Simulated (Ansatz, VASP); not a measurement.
## KNbO3: VASP beside Ansatz

Contents of INCAR:

```
PREC = Accurate
ENCUT = 1340
EDIFF = 1E-6
ISMEAR = 0
SIGMA = 0.1
LREAL = F
LASPH = T
NELM = 200
ALGO = Normal
ISIF = 2
LWAVE = F
LCHARG = F
LMAXMIX = 4
LDAU = T
LDAUTYPE = 2
LDAUL = -1 2 -1
LDAUU = 0 7.3 0
LDAUJ = 0 0 0
LDAUPRINT = 1
GGA = PE
NBANDS = 28
GGA_COMPAT = F
```

KPOINTS

```
Automatic mesh
0
Gamma
  4 4 4
```

File POSCAR:

```
KNbO3
1.0
    4.0129726800      0.0000000000      0.0000000000
    0.0000000000      4.0129726800      0.0000000000
    0.0000000000      0.0000000000      4.1102918300
K Nb O
1 1 3
Direct
    0.5000000000      0.5000000000      0.4999545100
    0.0000000000      0.0000000000      0.0149157700
    0.5000000000      0.0000000000      0.9741423400
    0.0000000000      0.5000000000      0.9741423400
    0.0000000000      0.0000000000      0.4716460400
```

Input for Ansatz:

```yaml
crystal:
  lattice:
    - [4.01297268, 0.0, 0.0]
    - [0.0, 4.01297268, 0.0]
    - [0.0, 0.0, 4.11029183]
  atoms:
    - { symbol: K, position: [0.5, 0.5, 0.49995451] }
    - { symbol: Nb, position: [0.0, 0.0, 0.01491577] }
    - { symbol: O, position: [0.5, 0.0, 0.97414234] }
    - { symbol: O, position: [0.0, 0.5, 0.97414234] }
    - { symbol: O, position: [0.0, 0.0, 0.47164604] }
basis:
  ecutwfc: 420
kpoints:
  mp_grid: { grid: [4, 4, 4] }
hamiltonian:
  xc: pbe
  hubbard:
    sites: [{ species: Nb, l: d, u_eff: 7.3 }]
    projectors: ortho-atomic
scf:
  occupations: { method: gaussian, width: 0.1 }
output:
  forces: true
  stress: true
  eigenvalues: true
```

Alike in both runs: task single point; functional PBE; k mesh 4 × 4 × 4; occupations gaussian, width 0.1 eV; no spin polarisation; Hubbard terms Nb d U = 7.3 eV.

|  | VASP | Ansatz |
| --- | --- | --- |
| version | VASP 6.6.1 | Ansatz 0.2.0 |
| potentials or method | VASP PAW PBE potentials, release 64 (K_sv, Nb_sv, O_h), cutoff 1340 eV | scalar-relativistic, plane waves, PAW |
| valence electrons in the cell | 40 | 40 |

VASP gave:

```
gap on the k mesh at the Fermi level (eV)                     : 2.44
least direct gap on the mesh (eV)                             : 3.35
pressure (GPa)                                                : 4.3
traceless stress, the component that is largest in VASP (GPa) : 0.80
rms of the force components (eV/Å)                            : 0.423
```

What did Ansatz give for the same quantities?

gap on the k mesh at the Fermi level (eV): 2.44; least direct gap on the mesh (eV): 3.35; pressure (GPa): 0.9; traceless stress, the component that is largest in VASP (GPa): 0.16; rms of the force components (eV/Å): 0.042.

The programs project onto different local orbitals, so the same U acts differently, and such runs can settle in different states. Atom by atom the forces differ by 0.409 eV/Å (rms over components).
